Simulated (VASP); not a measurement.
# CaSe (F-43m) in VASP: a series of runs

The runs below take CaSe through single point, relaxation of the atoms, with PBE.

Program: VASP 6.6.1. These are calculated values, not measurements. Logs are shortened: lines on timing, memory, paths and dates and some standing lists are left out, and cuts for length are marked.

## (1) The cell of the first run

It takes space group F-43m (No. 216, cubic). Conventional cell: a = 6.600 Å, b = 6.600 Å, c = 6.600 Å, α = 90.00°, β = 90.00°, γ = 90.00°. Within 3.8 Å of Ca (site symmetry -43m) lie 4 Se at 2.86 Å. Within 3.8 Å of Se (site symmetry -43m) lie 4 Ca at 2.86 Å.

## (2) Single point, PBE

INCAR reads:

```
ALGO = Normal
EDIFF = 1E-6
ENCUT = 500
GGA = PE
GGA_COMPAT = False
ISIF = 2
ISMEAR = 0
LASPH = True
LCHARG = True
LELF = True
LREAL = False
LVHAR = True
LWAVE = False
NBANDS = 15
NELM = 120
PREC = Accurate
SIGMA = 0.01
```

KPOINTS reads:

```
k-points
0
Gamma
  3 3 3
```

POSCAR reads:

```
CaSe
1.0
    0.0000000000      3.3000000000      3.3000000000
    3.3000000000      0.0000000000      3.3000000000
    3.3000000000      3.3000000000      0.0000000000
Ca Se
1 1
Direct
    0.0019673216     -0.0081414845     -0.0039693896
    0.7519714310      0.7418606853      0.7460198274
```

Potentials or basis: VASP PAW PBE potentials, release 64 (Ca_sv, Se).

Command:

```console
> cat potpaw_PBE.64/Ca_sv/POTCAR potpaw_PBE.64/Se/POTCAR > POTCAR
> mpirun -np 1 vasp_std > vasp.out
```

OUTCAR:

```text
EDIFF = 1E-6
   ENCUT = 500
   GGA = PE
   ISIF = 2
   ISMEAR = 0
   LASPH = True
   LREAL = False
   NELM = 120
   PREC = Accurate

 ion  position               nearest neighbor table
   1  0.002  0.992  0.996-   2 2.86   2 2.86   2 2.86   2 2.86
   2  0.752  0.742  0.746-   1 2.86   1 2.86   1 2.86   1 2.86

  LATTYP: Found a face centered cubic cell.
 ALAT       =     6.6000000000

  Lattice vectors:

 A1 = (   0.0000000000,   3.3000000000,   3.3000000000)
 A2 = (   3.3000000000,   0.0000000000,   3.3000000000)
 A3 = (   3.3000000000,   3.3000000000,   0.0000000000)

Analysis of symmetry for initial positions (statically):
=====================================================================
 Subroutine PRICEL returns:
 Original cell was already a primitive cell.

 Routine SETGRP: Setting up the symmetry group for a
 face centered cubic supercell.

 Subroutine GETGRP returns: Found  6 space group operations
 (whereof  1 operations were pure point group operations)
 out of a pool of 48 trial point group operations.

The static configuration has the point symmetry C_1 .
 The point group associated with its full space group is C_3v.

Analysis of symmetry for dynamics (positions and initial velocities):
=====================================================================
 Subroutine PRICEL returns:
 Original cell was already a primitive cell.

 Routine SETGRP: Setting up the symmetry group for a
 face centered cubic supercell.

 Subroutine GETGRP returns: Found  6 space group operations
 (whereof  1 operations were pure point group operations)
 out of a pool of 48 trial point group operations.

The dynamic configuration has the point symmetry C_1 .
 The point group associated with its full space group is C_3v.

 Subroutine INISYM returns: Found  6 space group operations
 (whereof  1 operations are pure point group operations),
 and found     1 'primitive' translations

----------------------------------------------------------------------------------------

                                     Primitive cell

  volume of cell :      71.8740

  direct lattice vectors                    reciprocal lattice vectors
     0.000000000  3.300000000  3.300000000    -0.151515152  0.151515152  0.151515152
     3.300000000  0.000000000  3.300000000     0.151515152 -0.151515152  0.151515152
     3.300000000  3.300000000  0.000000000     0.151515152  0.151515152 -0.151515152

  length of vectors
     4.666904756  4.666904756  4.666904756     0.262431941  0.262431941  0.262431941

  position of ions in fractional coordinates (direct lattice)
     0.001967322  0.991858515  0.996030610
     0.751971431  0.741860685  0.746019827

  ion indices of the primitive-cell ions
   primitive index   ion index
                 1           1
                 2           2

----------------------------------------------------------------------------------------

 KPOINTS: k-points

Automatic generation of k-mesh.
 Grid dimensions read from file:
 generate k-points for:    3    3    3

 Generating k-lattice:

  Cartesian coordinates                     Fractional coordinates (reciprocal lattice)
    -0.050505051  0.050505051  0.050505051     0.333333333  0.000000000  0.000000000
     0.050505051 -0.050505051  0.050505051     0.000000000  0.333333333  0.000000000
     0.050505051  0.050505051 -0.050505051     0.000000000  0.000000000  0.333333333

  Length of vectors
     0.087477314  0.087477314  0.087477314

  Shift w.r.t. Gamma in fractional coordinates (k-lattice)
     0.000000000  0.000000000  0.000000000

 Subroutine IBZKPT returns following result:
 ===========================================

 Found      6 irreducible k-points:

 Following reciprocal coordinates:
            Coordinates               Weight
  0.000000  0.000000  0.000000      1.000000
  0.333333  0.000000  0.000000      6.000000
  0.000000  0.000000  0.333333      2.000000
  0.333333  0.333333  0.000000      6.000000
 -0.333333  0.333333  0.000000      6.000000
  0.000000 -0.333333  0.333333      6.000000
   k-points           NKPTS =      6   k-points in BZ     NKDIM =      6   number of bands    NBANDS=     15
   number of dos      NEDOS =    301   number of ions     NIONS =      2
   total plane-waves  NPLWV =  46656
   dimension x,y,z NGX =    36 NGY =   36 NGZ =   36
   dimension x,y,z NGXF=    72 NGYF=   72 NGZF=   72
   ions per type =               1   1
   NGX,Y,Z   is equivalent  to a cutoff of  12.82, 12.82, 12.82 a.u.
   NGXF,Y,Z  is equivalent  to a cutoff of  25.65, 25.65, 25.65 a.u.
 SYSTEM =  unknown system
   PREC   = accura    normal or accurate (medium, high low for compatibility)
   ISTART =      0    job   : 0-new  1-cont  2-samecut
   ICHARG =      2    charge: 1-file 2-atom 10-const
   ISPIN  =      1    spin polarized calculation?
   LNONCOLLINEAR =      F non collinear calculations
   LSORBIT =      F    spin-orbit coupling
   LASPH  =      T    aspherical Exc in radial PAW
   ENCUT  =  500.0 eV  36.75 Ry    6.06 a.u.   8.51  8.51  8.51*2*pi/ulx,y,z
   NELM   =    120;   NELMIN=  2; NELMDL= -5     # of ELM steps
   EDIFF  = 0.1E-05   stopping-criterion for ELM
   LREAL  =      F    real-space projection
[... 7 lines left out ...]
   TEBEG  =    0.0;   TEEND  =   0.0 temperature during run
   PSTRESS=    0.0 pullay stress
   NELECT =      16.0000    total number of electrons
   NUPDOWN=      -1.0000    fix difference up-down
   EMIN   =  10.00;   EMAX   =-10.00  energy-range for DOS
   EFERMI =   0.00;   METHOD = LEGACY
   ISMEAR =     0;   SIGMA  =   0.01  broadening in eV -4-tet -1-fermi 0-gaus
   EFERMI_NEDOS =   21; number of points for ismear=-14 and -15
   IALGO  =     38    algorithm
   IMIX   =      4    mixing-type and parameters
     AMIX     =   0.40;   BMIX     =  1.00
     AMIX_MAG =   1.60;   BMIX_MAG =  1.00
  volume/ion in A,a.u.               =      35.94       242.51
  Fermi-wavevector in a.u.,A,eV,Ry     =   0.992181  1.874950 13.393889  0.984423
  Thomas-Fermi vector in A             =   2.123975
   LORBIT       =      0    0 simple, 1 ext, 2 COOP (PROOUT), +10 PAW based schemes
   GGA     = PE    functional components
   LHFCALC =     F    Hartree Fock is set to
   AEXX    =    0.0000 exact exchange contribution
   IVDW    =     0    specifies the selected vdW correction
   LEPSILON=     F    determine dielectric tensor
   LRPA    =     F    only Hartree local field effects (RPA)
 non-spin polarized calculation
 Gauss-broadening in eV      SIGMA  =   0.01
  energy-cutoff  :      500.00
  volume of cell :       71.87
 maximum number of plane-waves:      1853
 NGX is ok and might be reduce to    36
   NGX = 17   NGY = 17   NGZ = 17

 number of electron      16.0000000 magnetization

 Free energy of the ion-electron system (eV)
  ---------------------------------------------------
  ext. energy  EPLUGINS =         0.00000000
  ---------------------------------------------------
  free energy    TOTEN  =        -8.95716043 eV

  energy without entropy =       -8.95716043  energy(sigma->0) =       -8.95716043

 E-fermi :  -0.2159     XC(G=0):  -7.5443

 val. band max:       -0.3715606861   @ k =   0.0000  -0.3333   0.3333
 cond. band min:       2.7813692780   @ k =   0.0000   0.0000   0.0000
 fundamental gap:      3.1529299641
 Fermi energy:        -0.2158874180

 k-point     1 :       0.0000    0.0000    0.0000
  band No.  band energies     occupation
      1     -39.5009      2.00000
      2     -20.5139      2.00000
      3     -20.5139      2.00000
      4     -20.5139      2.00000
      5     -10.6682      2.00000
      6      -0.4533      2.00000
      7      -0.4533      2.00000
      8      -0.4532      2.00000
      9       2.7814      0.00000
     10       4.9681      0.00000
     11       4.9681      0.00000
     12       6.9315      0.00000
     13       6.9316      0.00000
     14       6.9317      0.00000
     15       8.6278      0.00000

 k-point     2 :       0.3333    0.0000    0.0000
  band No.  band energies     occupation
      1     -39.4997      2.00000
      2     -20.5445      2.00000
      3     -20.5177      2.00000
      4     -20.5177      2.00000
      5     -10.4845      2.00000
      6      -1.3711      2.00000
      7      -0.3936      2.00000
      8      -0.3935      2.00000
      9       4.5761      0.00000
     10       4.8761      0.00000
     11       4.8761      0.00000
     12       5.6609      0.00000
     13       6.4014      0.00000
     14       6.4014      0.00000
     15       7.7178      0.00000

 k-point     3 :       0.0000    0.0000    0.3333
  band No.  band energies     occupation
      1     -39.4997      2.00000
      2     -20.5445      2.00000
      3     -20.5177      2.00000
      4     -20.5177      2.00000
      5     -10.4845      2.00000
      6      -1.3711      2.00000
      7      -0.3935      2.00000
      8      -0.3935      2.00000
      9       4.5760      0.00000
     10       4.8761      0.00000
     11       4.8761      0.00000
     12       5.6608      0.00000
     13       6.4013      0.00000
     14       6.4013      0.00000
     15       7.7179      0.00000

 k-point     4 :       0.3333    0.3333    0.0000
  band No.  band energies     occupation
      1     -39.4993      2.00000
      2     -20.5464      2.00000
      3     -20.5229      2.00000
      4     -20.5229      2.00000
      5     -10.4247      2.00000
      6      -1.4253      2.00000
      7      -0.4229      2.00000
      8      -0.4229      2.00000
      9       3.5220      0.00000
     10       5.1338      0.00000
     11       5.4891      0.00000
     12       5.9808      0.00000
     13       5.9808      0.00000
     14       6.2224      0.00000
     15       8.4519      0.00000

 k-point     5 :      -0.3333    0.3333    0.0000
  band No.  band energies     occupation
      1     -39.4989      2.00000
      2     -20.5506      2.00000
      3     -20.5320      2.00000
      4     -20.5221      2.00000
      5     -10.3631      2.00000
      6      -1.1367      2.00000
      7      -1.0273      2.00000
      8      -0.3716      2.00000
      9       3.6836      0.00000
     10       4.8009      0.00000
     11       4.9520      0.00000
     12       6.1152      0.00000
     13       6.2575      0.00000
     14       7.4244      0.00000
     15       8.1055      0.00000

 k-point     6 :       0.0000   -0.3333    0.3333
  band No.  band energies     occupation
      1     -39.4989      2.00000
      2     -20.5506      2.00000
      3     -20.5320      2.00000
      4     -20.5221      2.00000
      5     -10.3631      2.00000
      6      -1.1367      2.00000
      7      -1.0273      2.00000
      8      -0.3716      2.00000
      9       3.6836      0.00000
     10       4.8009      0.00000
     11       4.9520      0.00000
     12       6.1152      0.00000
     13       6.2575      0.00000
     14       7.4243      0.00000
     15       8.1056      0.00000

------------------------ aborting loop because EDIFF is reached ----------------------------------------

  FORCE on cell =-STRESS in cart. coord.  units (eV):
  Direction    XX          YY          ZZ          XY          YZ          ZX
  --------------------------------------------------------------------------------------
  -------------------------------------------------------------------------------------
  Total       -0.0226113     -0.0226113     -0.0226113      0.0001300     -0.0001300     -0.0001300
  in kB       -0.5040400     -0.5040400     -0.5040400      0.0028974     -0.0028974     -0.0028974
  external PRESSURE =      -0.5040400 kB  Pullay stress =       0.0000000 kB

 VOLUME and BASIS-vectors are now :
 -----------------------------------------------------------------------------
  energy-cutoff  :      500.00
  volume of cell :       71.87
      direct lattice vectors                 reciprocal lattice vectors
     0.000000000  3.300000000  3.300000000    -0.151515152  0.151515152  0.151515152
     3.300000000  0.000000000  3.300000000     0.151515152 -0.151515152  0.151515152
     3.300000000  3.300000000  0.000000000     0.151515152  0.151515152 -0.151515152

 POSITION                                       TOTAL-FORCE (eV/Angst)
 -----------------------------------------------------------------------------------
      6.56003      3.29339      3.27963        -0.000084     -0.000084      0.000084
      4.91001      4.94337      4.92965         0.000084      0.000084     -0.000084
 -----------------------------------------------------------------------------------
    total drift:                                0.001831     -0.000667      0.001186

  FREE ENERGIE OF THE ION-ELECTRON SYSTEM (eV)
  ---------------------------------------------------
  free  energy   TOTEN  =        -8.9571604339 eV

  energy  without entropy=       -8.9571604339  energy(sigma->0) =       -8.95716043
```

Wall time 24 s (1 thread of Intel Xeon 8259CL, shared host); peak memory 0.2 GiB.

Results:

| Quantity | Value |
| --- | --- |
| Free energy | -8.9572 eV |
| Pressure | -0.1 GPa |
| Band gap on the k mesh | 3.15 eV (least direct gap 3.23 eV) |

Levels at points of the mesh, in eV from the valence-band top:
| k point | band 4 | band 5 | band 6 | band 7 | band 8 | band 9 | band 10 | band 11 | band 12 | band 13 |
| --- | --- | --- | --- | --- | --- | --- | --- | --- | --- | --- |
| (0.00, 0.00, 0.00) | -20.14 | -10.30 | -0.08 | -0.08 | -0.08 | 3.15 | 5.34 | 5.34 | 7.30 | 7.30 |

Caveat: the k points lie up to 0.55 Å⁻¹ apart; an odd mesh through Γ misses points on the zone boundary, where band edges can lie.

## (3) Relaxation of the atoms, PBE

INCAR reads:

```
SYSTEM = CaSe
ALGO     = Normal         ! electronic algorithm
EDIFF    = 1E-7           ! SCF threshold, eV
EDIFFG   = -0.01          ! ionic threshold
ENCUT    = 450            ! plane-wave cutoff, eV
GGA      = PE             ! functional
GGA_COMPAT= .FALSE.      
IBRION   = 2              ! ionic algorithm
ISIF     = 2              ! what is computed and relaxed
ISMEAR   = 0              ! smearing method
LASPH    = .TRUE.         ! aspherical terms in the spheres
LCHARG   = .FALSE.        ! write CHGCAR
LREAL    = .FALSE.        ! projectors in reciprocal space
LWAVE    = .FALSE.        ! write WAVECAR
NELM     = 120            ! most SCF steps
NELMIN   = 4            
NSW      = 80             ! ionic steps
PREC     = Accurate       ! precision mode
SIGMA    = 0.01           ! smearing width, eV
```

KPOINTS reads:

```
k-points
0
G
  3 3 3
  0 0 0
```

POSCAR reads:

```
CaSe
1.0
    0.0000000000      3.3000000000      3.3000000000
    3.3000000000      0.0000000000      3.3000000000
    3.3000000000      3.3000000000      0.0000000000
Ca Se
1 1
Direct
    0.0000000000      0.0000000000      0.0000000000
    0.7500000000      0.7500000000      0.7500000000
```

Potentials or basis: VASP PAW PBE potentials, release 64 (Ca_sv, Se).

Command:

```console
> cat potpaw_PBE.64/Ca_sv/POTCAR potpaw_PBE.64/Se/POTCAR > POTCAR
> mpirun -np 1 vasp_std > vasp.out
```

It took 18 s on 1 thread of Intel Xeon 8259CL, shared host; peak memory 0.17 GiB.

It converged, with:

| Property | Result |
| --- | --- |
| Free energy | -8.9567 eV |
| Pressure after relaxing | 0.0 GPa |
| Band gap on the k mesh | 3.15 eV (least direct gap 3.23 eV) |

Final structure:
```yaml
crystal:
  lattice:
    - [0.00000, 3.30000, 3.30000]
    - [3.30000, 0.00000, 3.30000]
    - [3.30000, 3.30000, 0.00000]
  atoms:
    - { symbol: Ca, position: [0.00000, 0.00000, 0.00000] }
    - { symbol: Se, position: [0.75000, 0.75000, 0.75000] }
```

Levels at points of the mesh, in eV from the valence-band top:
```
           k point  band 4  band 5  band 6  band 7  band 8  band 9  band 10  band 11  band 12
(0.00, 0.00, 0.00)  -20.14  -10.30   -0.08   -0.08   -0.08    3.15     5.34     5.34     7.30
```

Caveat: the k points lie up to 0.55 Å⁻¹ apart; the relaxation stopped at its first step, so nothing moved; an odd mesh through Γ misses points on the zone boundary, where band edges can lie.
